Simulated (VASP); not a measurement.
Write the native input for VASP 6.6.1 that does the following.

| Property | Result |
| --- | --- |
| Task | single point |
| Functional | PBEsol |
| Potentials or basis | VASP PAW PBE potentials, release 64 (Zr_sv, H) |
| Cutoff | 520 eV |
| k mesh | 10 × 10 × 10 |
| Occupations | fermi-dirac, width 0.05 eV |
| Spin | no spin polarisation |
| Dipole correction | no |
| Further INCAR settings | ALGO = Normal; EDIFF = 1e-06; NBANDS = 14 |

The structure of ZrH2 lies in POSCAR:

```
ZrH2
1.0
    0.0000000000      2.3600433428      2.3600433428
    2.3600433428      0.0000000000      2.3600433428
    2.3600433428      2.3600433428      0.0000000000
Zr H
1 2
Direct
    0.0000000000      0.0000000000      0.0000000000
    0.2500000000      0.2500000000      0.2500000000
    0.7500000000      0.7500000000      0.7500000000
```

The input as run:

INCAR

```
ALGO = Normal
EDIFF = 1E-6
ENCUT = 520
GGA = PS
ISIF = 2
ISMEAR = -1
LASPH = True
LCHARG = False
LREAL = False
LWAVE = False
NBANDS = 14
NELM = 100
PREC = Accurate
SIGMA = 0.05
```

KPOINTS

```
k-points
0
Gamma
  10 10 10
```

Potentials or basis: VASP PAW PBE potentials, release 64 (Zr_sv, H).

Run with:

```bash
$ cat potpaw_PBE.64/Zr_sv/POTCAR potpaw_PBE.64/H/POTCAR > POTCAR
$ mpirun -np 1 vasp_std > vasp.out
```

It gave:

```
Pressure               : 4.1 GPa
Band gap on the k mesh : zero (band 7 reaches 9.36 eV, above the bottom of band 8 at 8.55 eV)
```

Caveat: the PAW data sets were made with another functional, which shifts forces and pressure a little.

It took 13 s on 1 thread of Intel(R) Xeon(R) 6975P-C (Granite Rapids) (shared host), peak memory 0.16 GiB.
